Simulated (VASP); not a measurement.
# Cd4Se3 (Pm-3m) in VASP: notebook

Runs on Cd4Se3. Level: PBE. Tasks: single point, relaxation of cell and atoms.

Everything below comes from runs of VASP 6.6.1. Logs are shortened: lines on timing, memory, paths and dates and some standing lists are left out, and cuts for length are marked.

## 1. The cell of the first run

It takes space group Pm-3m (No. 221, cubic). The conventional cell has a = 5.687 Å, b = 5.687 Å, c = 5.687 Å, α = 90.00°, β = 90.00°, γ = 90.00°. Cd (site symmetry m-3m) has 6 Se at 2.84 Å within 3.7 Å. Cd (site symmetry 4/mmm) has 4 Se at 2.84 Å within 3.7 Å. Se (site symmetry 4/mmm) has 6 Cd at 2.84 Å within 3.7 Å.

The cell was generated, and may not be a known phase.

## 2. Single point, PBE

INCAR

```
ALGO = Normal
EDIFF = 1E-6
ENCUT = 520
GGA = PE
ISIF = 2
ISMEAR = 0
LASPH = True
LCHARG = False
LREAL = False
LWAVE = False
NBANDS = 42
NELM = 60
PREC = Accurate
SIGMA = 0.2
```

KPOINTS

```
k-points
0
Gamma
  3 3 3
```

POSCAR

```
Cd4Se3
1.0
    5.6866517032      0.0000000000      0.0000000000
    0.0000000000      5.6866517032      0.0000000000
    0.0000000000      0.0000000000      5.6866517032
Cd Se
4 3
Direct
    0.5000000000      0.5000000000      0.5000000000
    0.5000000000      0.0000000000      0.0000000000
    0.0000000000      0.5000000000      0.0000000000
    0.0000000000      0.0000000000      0.5000000000
    0.5000000000      0.5000000000      0.0000000000
    0.0000000000      0.5000000000      0.5000000000
    0.5000000000      0.0000000000      0.5000000000
```

Potentials or basis: VASP PAW PBE potentials, release 64 (Cd, Se).

Run with:

```console
$ cat potpaw_PBE.64/Cd/POTCAR potpaw_PBE.64/Se/POTCAR > POTCAR
$ mpirun -np 1 vasp_std > vasp.out
```

OUTCAR:

```text
EDIFF = 1E-6
   ENCUT = 520
   GGA = PE
   ISIF = 2
   ISMEAR = 0
   LASPH = True
   LREAL = False
   NELM = 60
   PREC = Accurate

 ion  position               nearest neighbor table
   1  0.500  0.500  0.500-   5 2.84   6 2.84   7 2.84   5 2.84   7 2.84   6 2.84
   2  0.500  0.000  0.000-   5 2.84   7 2.84   7 2.84   5 2.84
   3  0.000  0.500  0.000-   5 2.84   6 2.84   6 2.84   5 2.84
   4  0.000  0.000  0.500-   6 2.84   7 2.84   6 2.84   7 2.84
   5  0.500  0.500  0.000-   1 2.84   2 2.84   3 2.84   1 2.84   2 2.84   3 2.84
   6  0.000  0.500  0.500-   1 2.84   3 2.84   4 2.84   3 2.84   4 2.84   1 2.84
   7  0.500  0.000  0.500-   1 2.84   2 2.84   4 2.84   2 2.84   1 2.84   4 2.84

  LATTYP: Found a simple cubic cell.
 ALAT       =     5.6866517032

  Lattice vectors:

 A1 = (   5.6866517032,   0.0000000000,   0.0000000000)
 A2 = (   0.0000000000,   5.6866517032,   0.0000000000)
 A3 = (   0.0000000000,   0.0000000000,   5.6866517032)

Analysis of symmetry for initial positions (statically):
=====================================================================
 Subroutine PRICEL returns:
 Original cell was already a primitive cell.

 Routine SETGRP: Setting up the symmetry group for a
 simple cubic supercell.

 Subroutine GETGRP returns: Found 48 space group operations
 (whereof 48 operations were pure point group operations)
 out of a pool of 48 trial point group operations.

The static configuration has the point symmetry O_h .

Analysis of symmetry for dynamics (positions and initial velocities):
=====================================================================
 Subroutine PRICEL returns:
 Original cell was already a primitive cell.

 Routine SETGRP: Setting up the symmetry group for a
 simple cubic supercell.

 Subroutine GETGRP returns: Found 48 space group operations
 (whereof 48 operations were pure point group operations)
 out of a pool of 48 trial point group operations.

The dynamic configuration has the point symmetry O_h .

 Subroutine INISYM returns: Found 48 space group operations
 (whereof 48 operations are pure point group operations),
 and found     1 'primitive' translations

----------------------------------------------------------------------------------------

                                     Primitive cell

  volume of cell :     183.8950

  direct lattice vectors                    reciprocal lattice vectors
     5.686651703  0.000000000  0.000000000     0.175850404  0.000000000  0.000000000
     0.000000000  5.686651703  0.000000000     0.000000000  0.175850404  0.000000000
     0.000000000  0.000000000  5.686651703     0.000000000  0.000000000  0.175850404

  length of vectors
     5.686651703  5.686651703  5.686651703     0.175850404  0.175850404  0.175850404

  position of ions in fractional coordinates (direct lattice)
     0.500000000  0.500000000  0.500000000
     0.500000000  0.000000000  0.000000000
     0.000000000  0.500000000  0.000000000
     0.000000000  0.000000000  0.500000000
     0.500000000  0.500000000  0.000000000
     0.000000000  0.500000000  0.500000000
     0.500000000  0.000000000  0.500000000

  ion indices of the primitive-cell ions
   primitive index   ion index
                 1           1
                 2           2
                 3           3
                 4           4
                 5           5
                 6           6
                 7           7

----------------------------------------------------------------------------------------

 KPOINTS: k-points

Automatic generation of k-mesh.
 Grid dimensions read from file:
 generate k-points for:    3    3    3

 Generating k-lattice:

  Cartesian coordinates                     Fractional coordinates (reciprocal lattice)
     0.058616801  0.000000000  0.000000000     0.333333333  0.000000000  0.000000000
     0.000000000  0.058616801  0.000000000     0.000000000  0.333333333  0.000000000
     0.000000000  0.000000000  0.058616801     0.000000000  0.000000000  0.333333333

  Length of vectors
     0.058616801  0.058616801  0.058616801

  Shift w.r.t. Gamma in fractional coordinates (k-lattice)
     0.000000000  0.000000000  0.000000000

 Subroutine IBZKPT returns following result:
 ===========================================

 Found      4 irreducible k-points:

 Following reciprocal coordinates:
            Coordinates               Weight
  0.000000  0.000000  0.000000      1.000000
  0.333333  0.000000  0.000000      6.000000
  0.333333  0.333333  0.000000     12.000000
  0.333333  0.333333  0.333333      8.000000
   k-points           NKPTS =      4   k-points in BZ     NKDIM =      4   number of bands    NBANDS=     42
   number of dos      NEDOS =    301   number of ions     NIONS =      7
   total plane-waves  NPLWV =  74088
   dimension x,y,z NGX =    42 NGY =   42 NGZ =   42
   dimension x,y,z NGXF=    84 NGYF=   84 NGZF=   84
   ions per type =               4   3
   NGX,Y,Z   is equivalent  to a cutoff of  12.28, 12.28, 12.28 a.u.
   NGXF,Y,Z  is equivalent  to a cutoff of  24.56, 24.56, 24.56 a.u.
 SYSTEM =  unknown system
   PREC   = accura    normal or accurate (medium, high low for compatibility)
   ISTART =      0    job   : 0-new  1-cont  2-samecut
   ICHARG =      2    charge: 1-file 2-atom 10-const
   ISPIN  =      1    spin polarized calculation?
   LNONCOLLINEAR =      F non collinear calculations
   LSORBIT =      F    spin-orbit coupling
   LASPH  =      T    aspherical Exc in radial PAW
   ENCUT  =  520.0 eV  38.22 Ry    6.18 a.u.  10.57 10.57 10.57*2*pi/ulx,y,z
   NELM   =     60;   NELMIN=  2; NELMDL= -5     # of ELM steps
   EDIFF  = 0.1E-05   stopping-criterion for ELM
   LREAL  =      F    real-space projection
   EDIFFG = 0.1E-04   stopping-criterion for IOM
   NSW    =      0    number of steps for IOM
   IBRION =     -1    ionic relax: 0-MD 1-quasi-New 2-CG
   NFREE  =      0    steps in history (QN), initial steepest desc. (CG)
   ISIF   =      2    stress and relaxation
   ISYM   =      2    0-nonsym 1-usesym 2-fastsym
   POTIM  = 0.5000    time-step for ionic-motion
   TEBEG  =    0.0;   TEEND  =   0.0 temperature during run
   PSTRESS=    0.0 pullay stress
   NELECT =      66.0000    total number of electrons
   NUPDOWN=      -1.0000    fix difference up-down
   EMIN   =  10.00;   EMAX   =-10.00  energy-range for DOS
   EFERMI =   0.00;   METHOD = LEGACY
   ISMEAR =     0;   SIGMA  =   0.20  broadening in eV -4-tet -1-fermi 0-gaus
   EFERMI_NEDOS =   21; number of points for ismear=-14 and -15
   IALGO  =     38    algorithm
   IMIX   =      4    mixing-type and parameters
     AMIX     =   0.40;   BMIX     =  1.00
     AMIX_MAG =   1.60;   BMIX_MAG =  1.00
  volume/ion in A,a.u.               =      26.27       177.28
  Fermi-wavevector in a.u.,A,eV,Ry     =   1.163410  2.198526 18.415801  1.353523
  Thomas-Fermi vector in A             =   2.299960
   LORBIT       =      0    0 simple, 1 ext, 2 COOP (PROOUT), +10 PAW based schemes
   GGA     = PE    functional components
   LHFCALC =     F    Hartree Fock is set to
   AEXX    =    0.0000 exact exchange contribution
   IVDW    =     0    specifies the selected vdW correction
   LEPSILON=     F    determine dielectric tensor
   LRPA    =     F    only Hartree local field effects (RPA)
 non-spin polarized calculation
 Gauss-broadening in eV      SIGMA  =   0.20
  energy-cutoff  :      520.00
  volume of cell :      183.89
 maximum number of plane-waves:      4977
 NGX is ok and might be reduce to    42
   NGX = 21   NGY = 21   NGZ = 21

 number of electron      65.9999972 magnetization

 Free energy of the ion-electron system (eV)
  ---------------------------------------------------
  ext. energy  EPLUGINS =         0.00000000
  ---------------------------------------------------
  free energy    TOTEN  =       -15.36205913 eV

  energy without entropy =      -15.28257175  energy(sigma->0) =      -15.32231544

 E-fermi :   2.5280     XC(G=0):  -9.5245

 val. band max:        2.4328691496   @ k =   0.3333   0.0000   0.0000
 cond. band min:       2.5574995084   @ k =   0.3333   0.3333   0.0000
 fundamental gap:      0.1246303588
 Fermi energy:         2.5280406766

 k-point     1 :       0.0000    0.0000    0.0000
  band No.  band energies     occupation
      1     -11.4229      2.00000
      2     -10.7892      2.00000
      3     -10.7892      2.00000
      4      -6.3728      2.00000
      5      -6.3728      2.00000
      6      -6.3728      2.00000
[... 34 lines left out ...]
     41       7.4366      0.00000
     42       7.4366      0.00000

 k-point     2 :       0.3333    0.0000    0.0000
  band No.  band energies     occupation
      1     -11.2266      2.00000
      2     -10.8504      2.00000
      3     -10.7029      2.00000
      4      -6.4020      2.00000
      5      -6.3591      2.00000
      6      -6.3492      2.00000
[... 34 lines left out ...]
     41       7.8493      0.00000
     42       8.7287      0.00000

 k-point     3 :       0.3333    0.3333    0.0000
  band No.  band energies     occupation
      1     -11.0409      2.00000
      2     -10.7889      2.00000
      3     -10.7074      2.00000
      4      -6.4290      2.00000
      5      -6.4176      2.00000
      6      -6.4006      2.00000
[... 34 lines left out ...]
     41       7.7297      0.00000
     42       8.0646      0.00000

 k-point     4 :       0.3333    0.3333    0.3333
  band No.  band energies     occupation
      1     -10.8790      2.00000
      2     -10.6950      2.00000
      3     -10.6950      2.00000
      4      -6.4758      2.00000
      5      -6.4571      2.00000
      6      -6.4571      2.00000
[... 34 lines left out ...]
     41       7.1309      0.00000
     42       7.3605      0.00000

------------------------ aborting loop because EDIFF is reached ----------------------------------------

  FORCE on cell =-STRESS in cart. coord.  units (eV):
  Direction    XX          YY          ZZ          XY          YZ          ZX
  --------------------------------------------------------------------------------------
  -------------------------------------------------------------------------------------
  Total        0.2050591      0.2050591      0.2050591     -0.0000000     -0.0000000      0.0000000
  in kB        1.7865685      1.7865685      1.7865685     -0.0000000     -0.0000000      0.0000000
  external PRESSURE =       1.7865685 kB  Pullay stress =       0.0000000 kB

 VOLUME and BASIS-vectors are now :
 -----------------------------------------------------------------------------
  energy-cutoff  :      520.00
  volume of cell :      183.89
      direct lattice vectors                 reciprocal lattice vectors
     5.686651703  0.000000000  0.000000000     0.175850404  0.000000000  0.000000000
     0.000000000  5.686651703  0.000000000     0.000000000  0.175850404  0.000000000
     0.000000000  0.000000000  5.686651703     0.000000000  0.000000000  0.175850404

 POSITION                                       TOTAL-FORCE (eV/Angst)
 -----------------------------------------------------------------------------------
      2.84333      2.84333      2.84333         0.000000      0.000000      0.000000
      2.84333      0.00000      0.00000         0.000000      0.000000      0.000000
      0.00000      2.84333      0.00000         0.000000      0.000000      0.000000
      0.00000      0.00000      2.84333         0.000000      0.000000      0.000000
      2.84333      2.84333      0.00000         0.000000      0.000000      0.000000
      0.00000      2.84333      2.84333         0.000000      0.000000      0.000000
      2.84333      0.00000      2.84333         0.000000      0.000000      0.000000
 -----------------------------------------------------------------------------------
    total drift:                                0.000000      0.000000     -0.000000

  FREE ENERGIE OF THE ION-ELECTRON SYSTEM (eV)
  ---------------------------------------------------
  free  energy   TOTEN  =       -15.3620591290 eV

  energy  without entropy=      -15.2825717499  energy(sigma->0) =      -15.32231544
```

It took 53 s on 1 thread of AMD EPYC 7R13, shared host; peak memory 0.23 GiB.

What came out:

| Quantity | Value |
| --- | --- |
| Free energy | -15.3621 eV |
| Pressure | 0.2 GPa |
| Band gap on the k mesh | zero (bands 33 and 34 overlap by 1.11 eV) |

Caveat: the k points lie up to 0.37 Å⁻¹ apart, too coarse for converged energies and pressures of a metal.

## 3. Relaxation of cell and atoms, PBE

This run uses another cell than the first one, of 20.90 Å³/atom.

INCAR

```
SYSTEM = Cd4Se3
  ALGO = Normal
  EDIFF = 1E-7
  EDIFFG = -0.08
  ENCUT = 600
  GGA = PE
  IBRION = 2
  ISIF = 3
  ISMEAR = 0
  LASPH = .True.
  LCHARG = .False.
  LREAL = .False.
  LWAVE = .False.
  NELM = 80
  NSW = 36
  PREC = Accurate
  SIGMA = 0.2
```

KPOINTS

```
k-points
0
Gamma
  3 3 3
  0 0 0
```

Changes to POSCAR since step 2:

```diff
@@ -2,5 +2,5 @@
 1.0
-    5.6866517032      0.0000000000      0.0000000000
-    0.0000000000      5.6866517032      0.0000000000
-    0.0000000000      0.0000000000      5.6866517032
+    5.2696380400      0.0000000000      0.0000000000
+    0.0000000000      5.2696380400      0.0000000000
+    0.0000000000      0.0000000000      5.2696380400
 Cd Se
```

Potentials or basis: VASP PAW PBE potentials, release 64 (Cd, Se).

Run with:

```console
$ cat potpaw_PBE.64/Cd/POTCAR potpaw_PBE.64/Se/POTCAR > POTCAR
$ mpirun -np 1 vasp_std > vasp.out
```

It took 3.1 min on 1 thread of AMD EPYC 7R13, shared host; peak memory 0.23 GiB.

Results (log left out):

* Free energy: -15.3534 eV
* Relaxed volume: 26.34 Å³/atom
* Relaxed cell: a = 5.692 Å, b = 5.692 Å, c = 5.692 Å, α = 90.00°, β = 90.00°, γ = 90.00°
* Space group after relaxing (to 0.1 Å): Pm-3m (No. 221)
* Energy gained by relaxing: 265.5 meV/atom
* Ionic steps: 3
* Pressure after relaxing: 0.1 GPa
* Band gap on the k mesh: zero (bands 33 and 34 overlap by 1.12 eV)

The path:
```
step  energy change (eV)  largest force (eV/Å)  pressure (GPa)  volume (Å³)
   1              0.0000                0.0000           19.62       146.33
   2             -1.5698                0.0000           -3.55       207.53
   3             -1.8586                0.0000            0.07       184.39
```

Final structure:
```
Cd Se
1.0
     5.69174    0.00000    0.00000
     0.00000    5.69174    0.00000
     0.00000    0.00000    5.69174
Cd Se
4 3
Direct
  0.50000 0.50000 0.50000
  0.50000 0.00000 0.00000
  0.00000 0.50000 0.00000
  0.00000 0.00000 0.50000
  0.50000 0.50000 0.00000
  0.00000 0.50000 0.50000
  0.50000 0.00000 0.50000
```

Levels at points of the mesh, in eV from the Fermi level:
| k point | band 30 | band 31 | band 32 | band 33 | band 34 | band 35 | band 36 | band 37 |
| --- | --- | --- | --- | --- | --- | --- | --- | --- |
| (0.00, 0.00, 0.00) | -2.77 | -2.26 | -2.26 | -2.26 | -1.09 | -0.98 | -0.98 | 3.87 |

Caveat: the k points lie up to 0.37 Å⁻¹ apart in the final cell, too coarse for converged energies and pressures of a metal; the volume moved by over 15 % at a fixed basis, so the end points are rough.

The gap in the log of VASP goes by the Fermi energy; the results here count the filled bands.